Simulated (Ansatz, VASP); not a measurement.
## BAs: VASP beside Ansatz

```
B As
1.0
     0.00000    2.14460    2.14460
     2.14460    0.00000    2.14460
     2.14460    2.14460    0.00000
B As
1 1
Direct
  0.25000 0.25000 0.25000
  0.00000 0.00000 0.00000
```

Alike in both runs: task single point; functional PBE; k mesh 6 × 6 × 6; no spin polarisation.

|  | VASP | Ansatz |
| --- | --- | --- |
| version | VASP 6.6.1 | Ansatz 0.2.0 |
| potentials or method | VASP PAW PBE potentials, release 64 (B, As), cutoff 500 eV | scalar-relativistic, plane waves, PAW |
| occupations | methfessel-paxton of order 1, width 0.1 eV | methfessel-paxton of order 1 |
| valence electrons in the cell | 8 | 18 |

Ansatz gave:

| Item | Value |
| --- | --- |
| gap on the k mesh at the Fermi level (eV) | 0.93 |
| least direct gap on the mesh (eV) | 3.80 |

**Question.** Estimate VASP's values.

**Answer.** gap on the k mesh at the Fermi level (eV): 0.91; least direct gap on the mesh (eV): 3.80.

VASP's potentials hold 8 valence electrons a cell and Ansatz's 18, so a difference there can come from the potentials and not from the codes.

The k mesh is coarse, so the values compare programs but aren't converged.
